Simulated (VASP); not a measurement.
Wanted: the native input for a VASP 6.6.1 run.

```yaml
Task: single point
Functional: PBE
Potentials_or_basis: VASP PAW PBE potentials, release 64 (Zn, S)
Cutoff: 520 eV
k_mesh: 9 × 9 × 6
Occupations: gaussian, width 0.01 eV
Spin: no spin polarisation
Dipole_correction: no
Further_INCAR_settings: ALGO = Normal; EDIFF = 1e-06; NBANDS = 26
```

The structure of ZnS (pbe) lies in POSCAR:

```
ZnS
1.0
    3.8451345355      0.0000000000      0.0000000000
   -1.9225672678      3.3299841887      0.0000000000
    0.0000000000      0.0000000000      6.3057239286
Zn S
2 2
Direct
    0.3333333333      0.6666666667     -0.0279912510
    0.6666666667      0.3333333333      0.4720087490
    0.3333333333      0.6666666667      0.4029912510
    0.6666666667      0.3333333333      0.9029912510
```

The input as run:

INCAR

```
SYSTEM = ZnS
  ALGO = Normal
  EDIFF = 1E-6
  ENCUT = 520
  GGA = PE
  ISIF = 2
  ISMEAR = 0
  LASPH = .TRUE.
  LCHARG = .TRUE.
  LELF = .TRUE.
  LREAL = .FALSE.
  LVHAR = .TRUE.
  LWAVE = .FALSE.
  NBANDS = 26
  NELM = 100
  PREC = Accurate
  SIGMA = 0.01
```

KPOINTS

```
k-points
0
G
  9 9 6
  0 0 0
```

Potentials or basis: VASP PAW PBE potentials, release 64 (Zn, S).

Run with:

```sh
$ cat potpaw_PBE.64/Zn/POTCAR potpaw_PBE.64/S/POTCAR > POTCAR
$ mpirun -np 1 vasp_std > vasp.out
```

It gave:

* Pressure: 2.7 GPa
* Largest force: 0.743 eV/Å
* Band gap on the k mesh: 2.24 eV, direct

It took 40 s on 1 thread of Intel(R) Xeon(R) 6975P-C (Granite Rapids), with other jobs on the host, peak memory 0.24 GiB.
